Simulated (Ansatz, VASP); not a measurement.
## One calculation of Sn4Se3, two programs

```
Sn Se
1.0
     3.30360    1.90734    5.14687
    -3.30360    1.90734    5.14687
     0.00000   -3.81467    5.14687
Sn Se
4 3
Cartesian
  0.0000 0.0000 7.7203
  0.0000 1.9073 5.1469
  -1.6518 -0.9537 5.1469
  1.6518 -0.9537 5.1469
  0.0000 -1.9073 2.5734
  1.6518 0.9537 2.5734
  -1.6518 0.9537 2.5734
```

Alike in both runs: functional PBE; k mesh 3 × 3 × 3; occupations gaussian, width 0.2 eV; no spin polarisation.

Ansatz relaxed the structure, and its values are those at the end. VASP's run is a single point on that final structure, the one shown.

|  | VASP | Ansatz |
| --- | --- | --- |
| version | VASP 6.6.1 | Ansatz 0.2.0 |
| potentials or method | VASP PAW PBE potentials, release 64 (Sn_d, Se), cutoff 500 eV | scalar-relativistic, plane waves, PAW |
| valence electrons in the cell | 74 | 104 |

Ansatz gave:

* gap on the k mesh at the Fermi level (eV): none
* pressure (GPa): -0.1

Task: Estimate VASP's values.

Result: gap on the k mesh at the Fermi level (eV): none; pressure (GPa): -0.2.

A gap of «none» marks a metal or a gap that the smearing closes. The functional is the same, so the differences come from potentials, cutoffs and numerics. VASP's potentials hold 74 valence electrons a cell and Ansatz's 104, so a difference there can come from the potentials and not from the codes.

The k mesh is coarse, so the values compare programs but aren't converged.
